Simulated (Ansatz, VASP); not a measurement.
**One calculation of C, two programs**

The input INCAR:

```
PREC     = Accurate       # precision mode
ENCUT    = 520            # plane-wave cutoff, eV
EDIFF    = 1E-8           # SCF threshold, eV
ISMEAR   = -1             # smearing method
SIGMA    = 0.08           # smearing width, eV
LREAL    = F              # projectors in reciprocal space
LASPH    = T              # aspherical terms in the spheres
NELM     = 80             # most SCF steps
ALGO     = Normal         # electronic algorithm
ISIF     = 2              # what is computed and relaxed
LWAVE    = F              # write WAVECAR
LCHARG   = F              # write CHGCAR
GGA      = PE             # functional
LEFG     = T            
NBANDS   = 11             # bands
```

KPOINTS

```
regular mesh
0
Gamma
  20 20 20
```

POSCAR

```
C
1.0
    0.0000000000      1.7981395114      1.7981395114
    1.7981395114      0.0000000000      1.7981395114
    1.7981395114      1.7981395114      0.0000000000
C
2
Direct
    0.5000000000      0.5000000000      0.5000000000
    0.7500000000      0.7500000000      0.7500000000
```

Input for Ansatz:

```yaml
crystal:
  lattice:
    - [0.0, 1.7981395114, 1.7981395114]
    - [1.7981395114, 0.0, 1.7981395114]
    - [1.7981395114, 1.7981395114, 0.0]
  atoms:
    - { symbol: C, position: [0.5, 0.5, 0.5] }
    - { symbol: C, position: [0.75, 0.75, 0.75] }
kpoints:
  mp_grid: { grid: [20, 20, 20] }
scf:
  occupations: { method: fermi_dirac, width: 0.08 }
hamiltonian:
  xc: pbe
  pseudopotentials: { kind: paw }
output:
  forces: true
  stress: true
  eigenvalues: true
  efg: { contact_densities: true }
basis:
  ecutwfc: "58.8 Ry"
accuracy: high
```

Alike in both runs: task electric field gradients; functional PBE; k mesh 20 × 20 × 20; occupations fermi-dirac, width 0.08 eV; no spin polarisation.

```csv
,VASP,Ansatz
version,VASP 6.6.1,Ansatz 0.2.0
potentials or method,"VASP PAW PBE potentials, release 64 (C), cutoff 520 eV","PAW with Ansatz's default frozen-core files, scalar-relativistic"
valence electrons in the cell,8,8
```

```csv
,VASP,Ansatz,Ansatz less VASP
gap on the k mesh at the Fermi level (eV),4.08,4.09,+0.010
pressure (GPa),-8.0,-8.6,-0.62
```
